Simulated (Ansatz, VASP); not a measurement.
# BeTe in VASP and in Ansatz

Contents of INCAR:

```
SYSTEM = BeTe
ALGO     = Normal         ! electronic algorithm
EDIFF    = 1E-6           ! SCF threshold, eV
ENCUT    = 600            ! plane-wave cutoff, eV
GGA      = PE             ! functional
GGA_COMPAT= .False.      
ISIF     = 2              ! what is computed and relaxed
ISMEAR   = 0              ! smearing method
LASPH    = .True.         ! aspherical terms in the spheres
LCHARG   = .False.        ! write CHGCAR
LREAL    = .False.        ! projectors in reciprocal space
LWAVE    = .False.        ! write WAVECAR
NBANDS   = 11             ! bands
NELM     = 120            ! most SCF steps
PREC     = Accurate       ! precision mode
SIGMA    = 0.01           ! smearing width, eV
```

Contents of KPOINTS:

```
k-points
0
Gamma
  4 4 4
  0 0 0
```

The input POSCAR:

```
BeTe
1.0
    0.0000000000      2.7700000000      2.7700000000
    2.7700000000      0.0000000000      2.7700000000
    2.7700000000      2.7700000000      0.0000000000
Be Te
1 1
Direct
    0.0000000000      0.0000000000      0.0000000000
    0.7500000000      0.7500000000      0.7500000000
```

Input for Ansatz:

```yaml
crystal:
  lattice:
    bravais: fcc
    a: 5.54
  space_group: 216
  atoms:
    - { symbol: Be, position: [0.0, 0.0, 0.0] }
    - { symbol: Te, position: [0.25, 0.25, 0.75] }
  reduce_to_primitive: true
basis:
  ecutwfc: 510.0
kpoints:
  mp_grid:
    grid: [4, 4, 4]
    shift: [0.0, 0.0, 0.0]
hamiltonian:
  xc: pbe
scf:
  occupations:
    method: fixed
output:
  eigenvalues: true
```

Alike in both runs: task single point; functional PBE; k mesh 4 × 4 × 4; no spin polarisation.

|  | VASP | Ansatz |
| --- | --- | --- |
| version | VASP 6.6.1 | Ansatz 0.2.0 |
| potentials or method | VASP PAW PBE potentials, release 64 (Be, Te), cutoff 600 eV | plane waves, PAW |
| occupations | gaussian, width 0.01 eV | fixed |
| valence electrons in the cell | 8 | 18 |

Ansatz gave:

| Quantity | Value |
| --- | --- |
| gap on the k mesh at the Fermi level (eV) | 1.85 |

Problem. What did VASP give for the same quantities?

Solution. gap on the k mesh at the Fermi level (eV): 1.84.

VASP's potentials hold 8 valence electrons a cell and Ansatz's 18, so a difference there can come from the potentials and not from the codes.

The k mesh is coarse, so the values compare programs but aren't converged. Spin-orbit coupling is off throughout.
